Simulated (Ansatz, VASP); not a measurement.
**AlCu: VASP beside Ansatz**

The input POSCAR:

```
AlCu
1.0
    2.9975090000      0.0374688625      0.0000000000
    0.0374688625      2.9975090000      0.0000000000
    0.0000000000      0.0000000000      2.9975090000
Al Cu
1 1
Direct
    0.0000000000      0.0000000000      0.0000000000
    0.5000000000      0.5000000000      0.5000000000
```

Contents of INCAR.step1:

```
ALGO     = Normal         # electronic algorithm
EDIFF    = 1E-4           # SCF threshold, eV
ENCUT    = 520            # plane-wave cutoff, eV
GGA      = PE             # functional
ISMEAR   = 0              # smearing method
LASPH    = True           # aspherical terms in the spheres
LCHARG   = False          # write CHGCAR
LREAL    = False          # projectors in reciprocal space
LWAVE    = True           # write WAVECAR
NBANDS   = 14             # bands
NELM     = 100            # most SCF steps
PREC     = Accurate       # precision mode
SIGMA    = 0.15           # smearing width, eV
```

File INCAR.step2:

```
ALGO     = Normal         # electronic algorithm
EDIFF    = 1E-7           # SCF threshold, eV
ENCUT    = 520            # plane-wave cutoff, eV
ISIF     = 2              # what is computed and relaxed
ISMEAR   = 0              # smearing method
ISTART   = 1            
LASPH    = True           # aspherical terms in the spheres
LCHARG   = True           # write CHGCAR
LELF     = True           # ELF
LMIXTAU  = True         
LREAL    = False          # projectors in reciprocal space
LVHAR    = True         
LWAVE    = False          # write WAVECAR
METAGGA  = R2SCAN         # meta-GGA
NBANDS   = 14             # bands
NELM     = 100            # most SCF steps
PREC     = Accurate       # precision mode
SIGMA    = 0.15           # smearing width, eV
```

Contents of KPOINTS:

```
k-points
0
Gamma
  16 16 16
```

Input for Ansatz:

```yaml
crystal:
  lattice:
    - [2.997509, 0.0374688625, 0.0]
    - [0.0374688625, 2.997509, 0.0]
    - [0.0, 0.0, 2.997509]
  atoms:
    - { symbol: Al, position: [0.0, 0.0, 0.0] }
    - { symbol: Cu, position: [0.5, 0.5, 0.5] }
basis:
  ecutwfc: 500
kpoints:
  mp_grid: { grid: [16, 16, 16] }
hamiltonian:
  xc: r2scan
scf:
  occupations: { method: gaussian, width: 0.15 }
output:
  forces: true
  stress: true
  eigenvalues: true
```

Change from the starting cell: strain +0.0250 x Voigt [0, 0, 0, 0, 0, 1], atoms carried along.

Alike in both runs: task single point; functional r2SCAN; k mesh 16 × 16 × 16; occupations gaussian, width 0.15 eV; no spin polarisation.

```csv
,VASP,Ansatz
version,VASP 6.6.1,Ansatz 0.2.0
potentials or method,"VASP PAW PBE potentials, release 64 (Al, Cu), cutoff 520 eV","scalar-relativistic, plane waves, PAW"
valence electrons in the cell,14,22
```

```tsv
	VASP	Ansatz	Ansatz less VASP
gap on the k mesh at the Fermi level (eV)	none	none	-
pressure (GPa)	-4.8	-4.8	+0.02
traceless stress, the component that is largest in VASP (GPa)	-0.96	-0.97	-0.007
```

VASP's potentials were made for PBE, not for r2SCAN. A gap of «none» marks a metal or a gap that the smearing closes. VASP's potentials hold 14 valence electrons a cell and Ansatz's 22, so a difference there can come from the potentials and not from the codes.
